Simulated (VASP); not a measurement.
# Ge (I4_1/amd) in VASP: settings compared

Aim: see how the results for Ge move with the level of theory and the settings. Levels: BLYP+D4, revPBE, LDA. Tasks: relaxation of cell and atoms, single point.

Everything below comes from runs of VASP 6.6.1. Logs are shortened: lines on timing, memory, paths and dates and some standing lists are left out, and cuts for length are marked.

**1. The cell of the first run**

Symmetry: I4_1/amd, No. 141, tetragonal system. Conventional cell: a = 5.149 Å, b = 5.149 Å, c = 2.795 Å, α = 90.00°, β = 90.00°, γ = 90.00°. Ge (site symmetry -4m2) has 10 Ge at 2.67 to 3.32 Å within 3.5 Å.

**2. Relaxation of cell and atoms, BLYP+D4**

File INCAR:

```
SYSTEM = Ge
PREC = Accurate ; ENCUT = 600
EDIFF = 1E-7 ; ISMEAR = -1
SIGMA = 0.05 ; LREAL = .FALSE.
LASPH = .TRUE. ; NELM = 60
ALGO = Normal ; ISIF = 3
LWAVE = .FALSE. ; LCHARG = .FALSE.
GGA = B5 ; ALDAX = 1.0
AGGAX = 1.0 ; AGGAC = 1.0
ALDAC = 0.0 ; IVDW = 13
VDW_S6 = 1.0 ; VDW_S8 = 2.34076671
VDW_A1 = 0.44488865 ; VDW_A2 = 4.0933009
IBRION = 2 ; NSW = 60
EDIFFG = -0.01
```

File KPOINTS:

```
regular mesh
0
G
  11 11 11
  0 0 0
```

File POSCAR:

```
Ge
1.0
   -2.5744897190      2.5744897190      1.3974126432
    2.5744897190     -2.5744897190      1.3974126432
    2.5744897190      2.5744897190     -1.3974126432
Ge
2
Direct
    0.5000000000      0.5000000000      0.0000000000
    0.2500000000      0.7500000000      0.5000000000
```

Potentials or basis: VASP PAW PBE potentials, release 64 (Ge_d).

On the command line:

```
$ cat potpaw_PBE.64/Ge_d/POTCAR > POTCAR
$ mpirun -np 1 vasp_std > vasp.out
```

OUTCAR:

```text
SYSTEM = Ge
   PREC = Accurate
   ENCUT = 600
   EDIFF = 1E-7
   ISMEAR = -1
   LREAL = .FALSE.
   LASPH = .TRUE.
   NELM = 60
   ISIF = 3
   GGA = B5
   IVDW = 13
   IBRION = 2
   NSW = 60
   EDIFFG = -0.01

 ion  position               nearest neighbor table
   1  0.500  0.500  0.000-   2 2.67   2 2.67   2 2.67   2 2.67
   2  0.250  0.750  0.500-   1 2.67   1 2.67   1 2.67   1 2.67

  LATTYP: Found a body centered tetragonal cell.
 ALAT       =     5.1489794380
 C/A-ratio  =     0.5427920853

  Lattice vectors:

 A1 = (  -2.5744897190,   2.5744897190,   1.3974126432)
 A2 = (   2.5744897190,  -2.5744897190,   1.3974126432)
 A3 = (   2.5744897190,   2.5744897190,  -1.3974126432)

Analysis of symmetry for initial positions (statically):
=====================================================================
 Subroutine PRICEL returns:
 Original cell was already a primitive cell.

 Routine SETGRP: Setting up the symmetry group for a
 body centered tetragonal supercell.

 Subroutine GETGRP returns: Found 16 space group operations
 (whereof  8 operations were pure point group operations)
 out of a pool of 16 trial point group operations.

The static configuration has the point symmetry D_2d.
 The point group associated with its full space group is D_4h.

Analysis of symmetry for dynamics (positions and initial velocities):
=====================================================================
 Subroutine PRICEL returns:
 Original cell was already a primitive cell.

 Routine SETGRP: Setting up the symmetry group for a
 body centered tetragonal supercell.

 Subroutine GETGRP returns: Found 16 space group operations
 (whereof  8 operations were pure point group operations)
 out of a pool of 16 trial point group operations.

The dynamic configuration has the point symmetry D_2d.
 The point group associated with its full space group is D_4h.

 Subroutine INISYM returns: Found 16 space group operations
 (whereof  8 operations are pure point group operations),
 and found     1 'primitive' translations

----------------------------------------------------------------------------------------

                                     Primitive cell

  volume of cell :      37.0482

  direct lattice vectors                    reciprocal lattice vectors
    -2.574489719  2.574489719  1.397412643     0.000000000  0.194213244  0.357804119
     2.574489719 -2.574489719  1.397412643     0.194213244  0.000000000  0.357804119
     2.574489719  2.574489719 -1.397412643     0.194213244  0.194213244  0.000000000

  length of vectors
     3.899840602  3.899840602  3.899840602     0.407114937  0.407114937  0.274659004

  position of ions in fractional coordinates (direct lattice)
     0.500000000  0.500000000  0.000000000
     0.250000000  0.750000000  0.500000000

  ion indices of the primitive-cell ions
   primitive index   ion index
                 1           1
                 2           2

----------------------------------------------------------------------------------------

 KPOINTS: regular mesh

Automatic generation of k-mesh.
 Grid dimensions read from file:
 generate k-points for:   11   11   11

 Generating k-lattice:

  Cartesian coordinates                     Fractional coordinates (reciprocal lattice)
     0.000000000  0.017655749  0.032527647     0.090909091 -0.000000000  0.000000000
     0.017655749  0.000000000  0.032527647    -0.000000000  0.090909091  0.000000000
     0.017655749  0.017655749  0.000000000     0.000000000  0.000000000  0.090909091

  Length of vectors
     0.037010449  0.037010449  0.024969000

  Shift w.r.t. Gamma in fractional coordinates (k-lattice)
     0.000000000  0.000000000  0.000000000

 Subroutine IBZKPT returns following result:
 ===========================================

 Found    126 irreducible k-points:

 Following reciprocal coordinates:
            Coordinates               Weight
  0.000000  0.000000  0.000000      1.000000
  0.090909  0.000000 -0.000000      8.000000
  0.181818  0.000000 -0.000000      8.000000
  0.272727  0.000000  0.000000      8.000000
  0.363636  0.000000 -0.000000      8.000000
  0.454545  0.000000 -0.000000      8.000000
[... 16 lines left out ...]
 -0.272727  0.181818  0.000000     16.000000
 -0.181818  0.181818  0.000000      4.000000
 [... further k-points ...]
   k-points           NKPTS =    126   k-points in BZ     NKDIM =    126   number of bands    NBANDS=     18
   number of dos      NEDOS =    301   number of ions     NIONS =      2
   total plane-waves  NPLWV =  32768
   dimension x,y,z NGX =    32 NGY =   32 NGZ =   32
   dimension x,y,z NGXF=    64 NGYF=   64 NGZF=   64
   ions per type =               2
   NGX,Y,Z   is equivalent  to a cutoff of  13.64, 13.64, 13.64 a.u.
   NGXF,Y,Z  is equivalent  to a cutoff of  27.28, 27.28, 27.28 a.u.
 SYSTEM =  Ge
   PREC   = accura    normal or accurate (medium, high low for compatibility)
   ISTART =      0    job   : 0-new  1-cont  2-samecut
   ICHARG =      2    charge: 1-file 2-atom 10-const
   ISPIN  =      1    spin polarized calculation?
   LNONCOLLINEAR =      F non collinear calculations
   LSORBIT =      F    spin-orbit coupling
   LASPH  =      T    aspherical Exc in radial PAW
   ENCUT  =  600.0 eV  44.10 Ry    6.64 a.u.   7.79  7.79  7.79*2*pi/ulx,y,z
   NELM   =     60;   NELMIN=  2; NELMDL= -5     # of ELM steps
   EDIFF  = 0.1E-06   stopping-criterion for ELM
   LREAL  =      F    real-space projection
   EDIFFG = -.1E-01   stopping-criterion for IOM
   NSW    =     60    number of steps for IOM
   IBRION =      2    ionic relax: 0-MD 1-quasi-New 2-CG
   NFREE  =      1    steps in history (QN), initial steepest desc. (CG)
   ISIF   =      3    stress and relaxation
   ISYM   =      2    0-nonsym 1-usesym 2-fastsym
   POTIM  = 0.5000    time-step for ionic-motion
   TEBEG  =    0.0;   TEEND  =   0.0 temperature during run
   PSTRESS=    0.0 pullay stress
   NELECT =      28.0000    total number of electrons
   NUPDOWN=      -1.0000    fix difference up-down
   EMIN   =  10.00;   EMAX   =-10.00  energy-range for DOS
   EFERMI =   0.00;   METHOD = LEGACY
   ISMEAR =    -1;   SIGMA  =   0.05  broadening in eV -4-tet -1-fermi 0-gaus
   EFERMI_NEDOS =   21; number of points for ismear=-14 and -15
   IALGO  =     38    algorithm
   IMIX   =      4    mixing-type and parameters
     AMIX     =   0.40;   BMIX     =  1.00
     AMIX_MAG =   1.60;   BMIX_MAG =  1.00
  volume/ion in A,a.u.               =      18.52       125.01
  Fermi-wavevector in a.u.,A,eV,Ry     =   1.491209  2.817976 30.255333  2.223704
  Thomas-Fermi vector in A             =   2.603893
   LORBIT       =      0    0 simple, 1 ext, 2 COOP (PROOUT), +10 PAW based schemes
   GGA     = B5    functional components
   LHFCALC =     F    Hartree Fock is set to
   AEXX    =    0.0000 exact exchange contribution
   IVDW    =    13    specifies the selected vdW correction
   LEPSILON=     F    determine dielectric tensor
   LRPA    =     F    only Hartree local field effects (RPA)
 conjugate gradient relaxation of ions
 non-spin polarized calculation
  energy-cutoff  :      600.00
  volume of cell :       37.05
 maximum number of plane-waves:      1258
   NGX = 15   NGY = 15   NGZ = 15

--------------------------------------- Ionic step        1  -------------------------------------------

 number of electron      28.0000000 magnetization

 Free energy of the ion-electron system (eV)
  ---------------------------------------------------
  ext. energy  EPLUGINS =         0.00000000
  ---------------------------------------------------
  free energy    TOTEN  =        -6.77674859 eV

  energy without entropy =       -6.76912754  energy(sigma->0) =       -6.77293806

------------------------ aborting loop because EDIFF is reached ----------------------------------------

  DFT-D4 for vdW energy calculation

  Edisp (eV):   -1.49358

  FORCE on cell =-STRESS in cart. coord.  units (eV):
  Direction    XX          YY          ZZ          XY          YZ          ZX
  --------------------------------------------------------------------------------------
  -------------------------------------------------------------------------------------
  Total       0.85818     0.85818     0.81851     0.00000    -0.00000     0.00000
  in kB      37.11281    37.11281    35.39701     0.00000    -0.00000     0.00000
  external pressure =       36.54 kB  Pullay stress =        0.00 kB
[... 221 lines left out ...]
  energy  without entropy=       -8.2838052117  energy(sigma->0) =       -8.28766249

--------------------------------------- Ionic step        7  -------------------------------------------

 number of electron      28.0000021 magnetization

 Free energy of the ion-electron system (eV)
  ---------------------------------------------------
  ext. energy  EPLUGINS =         0.00000000
  ---------------------------------------------------
  free energy    TOTEN  =        -6.86775445 eV

  energy without entropy =       -6.86003489  energy(sigma->0) =       -6.86389467

 E-fermi :   6.6772     XC(G=0): -10.4473

 val. band max:        6.6758660995   @ k =   0.1818   0.0909   0.0000
 cond. band min:       6.7247877997   @ k =   0.2727   0.0909   0.0909
 fundamental gap:      0.0489217002
 Fermi energy:         6.6771830379

 k-point     1 :       0.0000    0.0000    0.0000
  band No.  band energies     occupation
      1     -17.9958      2.00000
      2     -17.9601      2.00000
      3     -17.9304      2.00000
      4     -17.9250      2.00000
      5     -17.8367      2.00000
      6     -17.8367      2.00000
[... 10 lines left out ...]
     17      13.8020      0.00000
     18      14.3261      0.00000
[... 466 lines left out ...]
      2     -17.9623      2.00000
      3     -17.9385      2.00000
      4     -17.9119      2.00000
      5     -17.8438      2.00000
      6     -17.8299      2.00000
[... 10 lines left out ...]
     17      12.3726      0.00000
     18      14.2576      0.00000

 [... further k-points ...]

------------------------ aborting loop because EDIFF is reached ----------------------------------------

  DFT-D4 for vdW energy calculation

  Edisp (eV):   -1.42377

  FORCE on cell =-STRESS in cart. coord.  units (eV):
  Direction    XX          YY          ZZ          XY          YZ          ZX
  --------------------------------------------------------------------------------------
  -------------------------------------------------------------------------------------
  Total      -0.00471    -0.00471    -0.00383     0.00000     0.00000     0.00000
  in kB      -0.19386    -0.19386    -0.15749     0.00000     0.00000     0.00000
  external pressure =       -0.18 kB  Pullay stress =        0.00 kB
[... 17 lines left out ...]
  FREE ENERGIE OF THE ION-ELECTRON SYSTEM (eV)
  ---------------------------------------------------
  free  energy   TOTEN  =        -8.2915274743 eV

  energy  without entropy=       -8.2838079104  energy(sigma->0) =       -8.28766769

 reached required accuracy - stopping structural energy minimisation
```

It took 8.4 min on 1 thread of Intel Xeon 8259CL, shared host; peak memory 0.24 GiB.

What came out:

```yaml
Free_energy: -8.2915 eV
Relaxed_volume: 19.48 Å³/atom
Relaxed_cell: a = 3.968 Å, b = 3.968 Å, c = 3.968 Å, α = 97.35°, β = 97.35°, γ = 138.10°
Space_group_after_relaxing_to_0.1_Å: I4_1/amd (No. 141)
Energy_gained_by_relaxing: 10.6 meV/atom
Ionic_steps: 7
Pressure_after_relaxing: 0.0 GPa
Band_gap_on_the_k_mesh: zero (bands 14 and 15 overlap by 4.17 eV)
Dispersion_energy_per_atom: -0.712 eV
```

Step by step:
| step | energy change (eV) | largest force (eV/Å) | pressure (GPa) | volume (Å³) |
| --- | --- | --- | --- | --- |
| 1 | 0.0000 | 0.0000 | 3.65 | 37.05 |
| 2 | -0.0205 | 0.0000 | -0.63 | 39.36 |
| 3 | -0.0212 | 0.0000 | -0.07 | 38.98 |
| 4 | -0.0212 | 0.0000 | 0.10 | 38.94 |
| 5 | -0.0212 | 0.0000 | 0.08 | 38.94 |
| 6 | -0.0212 | 0.0000 | 0.09 | 38.94 |
| 7 | -0.0212 | 0.0000 | -0.02 | 38.97 |

Final structure:
```yaml
crystal:
  lattice:
    - [-2.62024, 2.62024, 1.41889]
    - [2.62024, -2.62024, 1.41889]
    - [2.62024, 2.62024, -1.41889]
  atoms:
    - { symbol: Ge, position: [0.50000, 0.50000, 0.00000] }
    - { symbol: Ge, position: [0.25000, 0.75000, 0.50000] }
```

Levels at points of the mesh, in eV from the Fermi level:
| k point | band 10 | band 11 | band 12 | band 13 | band 14 | band 15 | band 16 | band 17 | band 18 |
| --- | --- | --- | --- | --- | --- | --- | --- | --- | --- |
| (0.00, 0.00, 0.00) | -24.40 | -12.85 | -4.44 | -2.17 | -2.17 | 3.86 | 7.12 | 7.12 | 7.65 |

Caveat: the PAW data sets were made with another functional, which shifts forces and pressure a little.

(Part 1 of 2 ends here.)
